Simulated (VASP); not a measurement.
# TiO2 (I4_1/amd) in VASP: a series of runs

TiO2 is run at these levels: PBE; tasks: single point, relaxation of shape and atoms at fixed volume.

Program: VASP 6.6.1. These are calculated values, not measurements. Logs are shortened: lines on timing, memory, paths and dates and some standing lists are left out, and cuts for length are marked.

### Step 1. The cell of the first run

It takes space group I4_1/amd (No. 141, tetragonal). The conventional cell has a = 3.799 Å, b = 3.799 Å, c = 9.700 Å, α = 90.00°, β = 90.00°, γ = 90.00°. Within 2.6 Å of Ti (site symmetry -4m2) lie 6 O at 1.95 to 2.00 Å. Within 2.6 Å of O (site symmetry 2mm) lie 3 Ti at 1.95 to 2.00 Å and 2 O at 2.47 Å.

### Step 2. Single point, PBE, collinear spin

The input, INCAR:

```
  PREC = Accurate
  ENCUT = 520
  EDIFF = 1E-7
  ISMEAR = 0
  SIGMA = 0.05
  LREAL = F
  LASPH = T
  NELM = 150
  ALGO = Normal
  ISIF = 2
  LWAVE = F
  LCHARG = T
  ISPIN = 2
  MAGMOM = 1 1 0 0 0 0
  LORBIT = 11
  LMAXMIX = 4
  GGA = PE
  LELF = T
  LVHAR = T
  NBANDS = 37
```

The input, KPOINTS:

```
Automatic mesh
0
Gamma
  10 10 10
```

The input, POSCAR:

```
TiO2
1.0
   -1.8994287924      1.8994287924      4.8501536222
    1.8994287924     -1.8994287924      4.8501536222
    1.8994287924      1.8994287924     -4.8501536222
Ti O
2 4
Direct
    0.0000000000      0.0000000000      0.0000000000
    0.7500000000      0.2500000000      0.5000000000
    0.2064586324      0.2064586324      0.0000000000
    0.9564586324      0.4564586324      0.5000000000
    0.5435413676      0.0435413676      0.5000000000
    0.7935413676      0.7935413676      0.0000000000
```

Potentials or basis: VASP PAW PBE potentials, release 64 (Ti_sv, O).

The run is started by

```sh
cat potpaw_PBE.64/Ti_sv/POTCAR potpaw_PBE.64/O/POTCAR > POTCAR
mpirun -np 1 vasp_std > vasp.out
```

OUTCAR:

```text
PREC = Accurate
   ENCUT = 520
   EDIFF = 1E-7
   ISMEAR = 0
   LREAL = F
   LASPH = T
   NELM = 150
   ISIF = 2
   ISPIN = 2
   LORBIT = 11
   GGA = PE

 ion  position               nearest neighbor table
   1  0.000  0.000  0.000-   5 1.95   4 1.95   5 1.95   4 1.95   3 2.00   6 2.00
   2  0.750  0.250  0.500-   6 1.95   3 1.95   6 1.95   3 1.95   4 2.00   5 2.00
   3  0.206  0.206  0.000-   2 1.95   2 1.95   1 2.00
   4  0.956  0.456  0.500-   1 1.95   1 1.95   2 2.00
   5  0.544  0.044  0.500-   1 1.95   1 1.95   2 2.00
   6  0.794  0.794  0.000-   2 1.95   2 1.95   1 2.00

  LATTYP: Found a body centered tetragonal cell.
 ALAT       =     3.7988575848
 C/A-ratio  =     2.5534800997

  Lattice vectors:

 A1 = (  -1.8994287924,   1.8994287924,   4.8501536222)
 A2 = (   1.8994287924,  -1.8994287924,   4.8501536222)
 A3 = (   1.8994287924,   1.8994287924,  -4.8501536222)

Analysis of symmetry for initial positions (statically):
=====================================================================
 Subroutine PRICEL returns:
 Original cell was already a primitive cell.

 Routine SETGRP: Setting up the symmetry group for a
 body centered tetragonal supercell.

 Subroutine GETGRP returns: Found 16 space group operations
 (whereof  8 operations were pure point group operations)
 out of a pool of 16 trial point group operations.

The static configuration has the point symmetry D_2d.
 The point group associated with its full space group is D_4h.

Analysis of symmetry for dynamics (positions and initial velocities):
=====================================================================
 Subroutine PRICEL returns:
 Original cell was already a primitive cell.

 Routine SETGRP: Setting up the symmetry group for a
 body centered tetragonal supercell.

 Subroutine GETGRP returns: Found 16 space group operations
 (whereof  8 operations were pure point group operations)
 out of a pool of 16 trial point group operations.

The dynamic configuration has the point symmetry D_2d.
 The point group associated with its full space group is D_4h.

Analysis of structural, dynamic, and magnetic symmetry:
=====================================================================
 Subroutine PRICEL returns:
 Original cell was already a primitive cell.

 Routine SETGRP: Setting up the symmetry group for a
 body centered tetragonal supercell.

 Subroutine GETGRP returns: Found 16 space group operations
 (whereof  8 operations were pure point group operations)
 out of a pool of 16 trial point group operations.

[... 147 lines left out ...]

 number of electron      47.9999996 magnetization       0.0000005

 number of electron      47.9999996 magnetization      -0.0000003

 Free energy of the ion-electron system (eV)
  ---------------------------------------------------
  ext. energy  EPLUGINS =         0.00000000
  ---------------------------------------------------
  free energy    TOTEN  =       -53.86478282 eV

  energy without entropy =      -53.86478282  energy(sigma->0) =      -53.86478282

 E-fermi :   3.4872     XC(G=0): -10.5922

 val. band max:        3.1408899994   @ k =  -0.4000   0.4000   0.0000
 cond. band min:       5.2543868840   @ k =   0.0000   0.0000   0.0000
 fundamental gap:      2.1134968846
 Fermi energy:         3.4872402314

 spin component 1

 k-point     1 :       0.0000    0.0000    0.0000
  band No.  band energies     occupation
      1     -53.3142      1.00000
      2     -53.2632      1.00000
      3     -29.7430      1.00000
      4     -29.5245      1.00000
      5     -29.5245      1.00000
      6     -29.4631      1.00000
[... 925 lines left out ...]
     35      14.0260      0.00000
     36      15.0060      0.00000

 [... further k-points ...]

 spin component 2

 k-point     1 :       0.0000    0.0000    0.0000
  band No.  band energies     occupation
      1     -53.3143      1.00000
      2     -53.2632      1.00000
      3     -29.7430      1.00000
      4     -29.5245      1.00000
      5     -29.5245      1.00000
      6     -29.4631      1.00000
[... 925 lines left out ...]
     35      14.0260      0.00000
     36      15.0060      0.00000

 [... further k-points ...]

 [bands above 36 left out]

------------------------ aborting loop because EDIFF is reached ----------------------------------------

  FORCE on cell =-STRESS in cart. coord.  units (eV):
  Direction    XX          YY          ZZ          XY          YZ          ZX
  --------------------------------------------------------------------------------------
  -------------------------------------------------------------------------------------
  Total        0.2844648      0.2844648      0.3100531      0.0000000      0.0000000      0.0000000
  in kB        6.5114492      6.5114492      7.0971691      0.0000000      0.0000000      0.0000000
  external PRESSURE =       6.7066892 kB  Pullay stress =       0.0000000 kB

 VOLUME and BASIS-vectors are now :
 -----------------------------------------------------------------------------
  energy-cutoff  :      520.00
  volume of cell :       69.99
      direct lattice vectors                 reciprocal lattice vectors
    -1.899428792  1.899428792  4.850153622     0.000000000  0.263237033  0.103089518
     1.899428792 -1.899428792  4.850153622     0.263237033  0.000000000  0.103089518
     1.899428792  1.899428792 -4.850153622     0.263237033  0.263237033  0.000000000

 POSITION                                       TOTAL-FORCE (eV/Angst)
 -----------------------------------------------------------------------------------
      0.00000      0.00000      0.00000        -0.000000     -0.000000      0.000000
      0.00000      1.89943      2.42508        -0.000000     -0.000000      0.000000
      0.00000      0.00000      2.00271         0.000000     -0.000000      0.018253
      0.00000      1.89943      4.42779        -0.000000      0.000000      0.018253
      0.00000      1.89943      0.42236        -0.000000      0.000000     -0.018253
      0.00000      0.00000      7.69760         0.000000     -0.000000     -0.018253
 -----------------------------------------------------------------------------------
    total drift:                                0.000000     -0.000000     -0.000000

  FREE ENERGIE OF THE ION-ELECTRON SYSTEM (eV)
  ---------------------------------------------------
  free  energy   TOTEN  =       -53.8647828195 eV

  energy  without entropy=      -53.8647828195  energy(sigma->0) =      -53.86478282

 total charge

# of ion       s       p       d       tot
------------------------------------------
    1        2.219   6.284   1.724  10.227
    2        2.219   6.284   1.724  10.227
    3        1.571   3.495   0.000   5.066
    4        1.571   3.495   0.000   5.066
    5        1.571   3.495   0.000   5.066
    6        1.571   3.495   0.000   5.066
--------------------------------------------------
tot         10.723  26.547   3.449  40.719

 magnetization (x)

# of ion       s       p       d       tot
------------------------------------------
    1       -0.000   0.000   0.000   0.000
    2       -0.000   0.000   0.000   0.000
    3       -0.000  -0.000   0.000  -0.000
    4       -0.000  -0.000   0.000  -0.000
    5       -0.000  -0.000   0.000  -0.000
    6       -0.000  -0.000   0.000  -0.000
--------------------------------------------------
tot         -0.000  -0.000   0.000  -0.000
```

OSZICAR:

```text
N       E                     dE             d eps       ncg     rms          rms(c)
DAV:   1     0.648311743866E+03    0.64831E+03   -0.23702E+04 15096   0.150E+03
[... 11 lines left out ...]
DAV:  13    -0.538649138063E+02    0.84495E-04   -0.12482E-03 21307   0.222E-01    0.178E-01
DAV:  14    -0.538648223434E+02    0.91463E-04   -0.18085E-04 16288   0.850E-02    0.107E-01
DAV:  15    -0.538648088997E+02    0.13444E-04   -0.40034E-05 15980   0.590E-02    0.564E-02
DAV:  16    -0.538647885017E+02    0.20398E-04   -0.39083E-05 16392   0.319E-02    0.291E-02
DAV:  17    -0.538647844539E+02    0.40479E-05   -0.87799E-06 16694   0.152E-02    0.133E-02
DAV:  18    -0.538647828274E+02    0.16264E-05   -0.38055E-06 15790   0.958E-03    0.395E-03
DAV:  19    -0.538647828195E+02    0.79108E-08   -0.21029E-07 13133   0.290E-03
   1 F= -.53864783E+02 E0= -.53864783E+02  d E =-.163699E-24  mag=    -0.0000
```

Wall time 22 min (1 thread of Oxide Virtual Turin-like, shared host); peak memory 0.51 GiB.

What came out:

* Free energy: -53.8648 eV
* Pressure: 0.7 GPa
* Largest force: 0.018 eV/Å
* Band gap on the k mesh: 2.11 eV (least direct gap 2.41 eV)
* Net moment: 0.00 μB per cell
* Valence electrons inside the program's atomic spheres: Ti 10.23; O 5.07

Forces on the atoms (eV/Å):
```
Ti   0.000  0.000  0.000
Ti   0.000  0.000  0.000
O    0.000  0.000  0.018
O    0.000  0.000  0.018
O    0.000  0.000 -0.018
O    0.000  0.000 -0.018
```

(Continued in part 2 of 2.)
